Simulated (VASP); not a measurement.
A run of VASP 6.6.1:

Contents of INCAR:

```
SYSTEM = BeS
PREC = Accurate
ENCUT = 600
EDIFF = 1E-6
ISMEAR = -1
SIGMA = 0.08
LREAL = .False.
LASPH = .True.
NELM = 120
ALGO = Normal
ISIF = 2
LWAVE = .False.
LCHARG = .False.
GGA = CA
NBANDS = 11
GGA_COMPAT = .False.
```

Contents of KPOINTS:

```
regular mesh
0
Gamma
  17 17 17
  0 0 0
```

The input POSCAR:

```
BeS
1.0
    0.0000000000      2.1992442097      2.1992442097
    2.1992442097      0.0000000000      2.1992442097
    2.1992442097      2.1992442097      0.0000000000
Be S
1 1
Direct
    0.0000000000      0.0000000000      0.0000000000
    0.5000000000      0.5000000000      0.5000000000
```

Potentials or basis: VASP PAW LDA potentials, release 64 (Be, S).

Launch:

```sh
$ cat potpaw_LDA.64/Be/POTCAR potpaw_LDA.64/S/POTCAR > POTCAR
$ mpirun -np 1 vasp_std > vasp.out
```

Hardware: 1 thread of Intel Xeon 8259CL (shared host).

Q: Estimate the wall time of this run.

A: It took 67 s on 1 thread of Intel Xeon 8259CL, with other jobs on the host, peak memory 0.17 GiB. Counts: scf iterations 11, k points 165.
